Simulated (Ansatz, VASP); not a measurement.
## Two plane-wave programs on Pb2O

```xyz
6
Lattice="5.3800 0.0000 0.0000 0.0000 5.3800 0.0000 0.0000 0.0000 5.3800" Properties=species:S:1:pos:R:3 pbc="T T T"
Pb    1.3450    1.3450    1.3450
Pb    4.0350    4.0350    1.3450
Pb    1.3450    4.0350    4.0350
Pb    4.0350    1.3450    4.0350
O     0.0000    0.0000    0.0000
O     2.6900    2.6900    2.6900
```

Alike in both runs: task relaxation of cell and atoms; functional PBE; k mesh 6 × 6 × 6; occupations fermi-dirac, width 0.1 eV; no spin polarisation.

```csv
,VASP,Ansatz
version,VASP 6.6.1,Ansatz 0.2.0
potentials or method,"VASP PAW PBE potentials, release 64 (Pb_d, O), cutoff 600 eV",PAW plane waves
valence electrons in the cell,68,68
```

|  | VASP | Ansatz | Ansatz less VASP |
| --- | --- | --- | --- |
| gap on the k mesh at the Fermi level, each at its own relaxed structure (eV) | none | none | - |
| relaxed volume (Å³/atom) | 27.36 | 27.37 | +0.006 |
| relaxed cell length with the largest relative difference (Å) | 5.476 | 5.476 | +0.0004 |

A gap of «none» marks a metal or a gap that the smearing closes.

Neither program's run includes spin-orbit coupling.
